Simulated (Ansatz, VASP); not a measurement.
## Two plane-wave programs on Al2O3

INCAR

```
SYSTEM = Al2O3
ALGO = Normal ; EDIFF = 1E-6
ENCUT = 520 ; GGA = CA
ISIF = 2 ; ISMEAR = 0
LASPH = .TRUE. ; LCHARG = .FALSE.
LREAL = .FALSE. ; LWAVE = .FALSE.
NBANDS = 20 ; NELM = 80
PREC = Accurate ; SIGMA = 0.05
```

KPOINTS

```
k-points
0
G
  9 9 4
  0 0 0
```

File POSCAR:

```
Al2O3
1.0
    2.9996979462      0.0000000000      0.0000000000
   -1.4998489731      2.5978146251      0.0000000000
    0.0000000000      0.0000000000      8.9632842816
Al O
2 3
Direct
    0.0000000000      0.0000000000      0.1499923300
    0.0000000000      0.0000000000      0.8500076700
    0.3333333333      0.6666666667      0.2223169200
    0.6666666667      0.3333333333      0.0000000000
    0.3333333333      0.6666666667      0.7776830800
```

Input for Ansatz:

```yaml
crystal:
  lattice:
    - [2.9996979462, 0.0, 0.0]
    - [-1.4998489731, 2.5978146251, 0.0]
    - [0.0, 0.0, 8.9632842816]
  atoms:
    - { symbol: Al, position: [0.0, 0.0, 0.14999233] }
    - { symbol: Al, position: [0.0, 0.0, 0.85000767] }
    - { symbol: O, position: [0.3333333333, 0.6666666667, 0.22231692] }
    - { symbol: O, position: [0.6666666667, 0.3333333333, 0.0] }
    - { symbol: O, position: [0.3333333333, 0.6666666667, 0.77768308] }
basis:
  ecutwfc: 420
kpoints:
  mp_grid: { grid: [9, 9, 4] }
hamiltonian:
  xc: lda
scf:
  occupations: { method: gaussian, width: 0.05 }
output:
  forces: true
  stress: true
  eigenvalues: true
```

Change from the starting cell: strain +0.040 along x and y, -0.040 along z, atoms carried along.

Alike in both runs: task single point; functional LDA; k mesh 9 × 9 × 4; occupations gaussian, width 0.05 eV; no spin polarisation.

|  | VASP | Ansatz |
| --- | --- | --- |
| version | VASP 6.6.1 | Ansatz 0.2.0 |
| potentials or method | VASP PAW LDA potentials, release 64 (Al, O), cutoff 520 eV | scalar-relativistic, plane waves, PAW |
| valence electrons in the cell | 24 | 24 |

Ansatz gave:

* gap on the k mesh at the Fermi level (eV): 3.67
* least direct gap on the mesh (eV): 3.90
* pressure (GPa): -14.4
* traceless stress, the component that is largest in VASP (GPa): 14.72
* rms of the force components (eV/Å): 0.500

Question: What did VASP give for the same quantities?

Answer: gap on the k mesh at the Fermi level (eV): 3.65; least direct gap on the mesh (eV): 3.88; pressure (GPa): -14.0; traceless stress, the component that is largest in VASP (GPa): 14.32; rms of the force components (eV/Å): 0.498.

LDA's correlation is that of Perdew and Zunger in VASP and of Perdew and Wang (1992) in Ansatz. Atom by atom the forces differ by 0.005 eV/Å (rms over components).
